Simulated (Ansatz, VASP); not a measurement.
# Ru: VASP beside Ansatz

```
Ru
1.0
     2.70580    0.00000    0.00000
    -1.35290    2.34329    0.00000
     0.00000    0.00000    4.28190
Ru
2
Direct
  0.33333 0.66667 0.21497
  0.66667 0.33333 0.75000
```

Alike in both runs: task single point; functional PBE; k mesh 24 × 24 × 12; occupations gaussian, width 0.15 eV; no spin polarisation.

```csv
,VASP,Ansatz
version,VASP 6.6.1,Ansatz 0.2.0
potentials or method,"VASP PAW PBE potentials, release 64 (Ru_pv), cutoff 520 eV","scalar-relativistic, plane waves, PAW"
valence electrons in the cell,28,32
```

Ansatz gave:

```
gap on the k mesh at the Fermi level (eV)                     : none
pressure (GPa)                                                : 8.7
traceless stress, the component that is largest in VASP (GPa) : 2.99
rms of the force components (eV/Å)                            : 1.144
```

Question: Estimate VASP's values.

Answer: gap on the k mesh at the Fermi level (eV): none; pressure (GPa): 8.7; traceless stress, the component that is largest in VASP (GPa): 3.08; rms of the force components (eV/Å): 1.160.

Atom by atom the forces differ by 0.015 eV/Å (rms over components). A gap of «none» marks a metal or a gap that the smearing closes. VASP's potentials hold 28 valence electrons a cell and Ansatz's 32, so a difference there can come from the potentials and not from the codes.
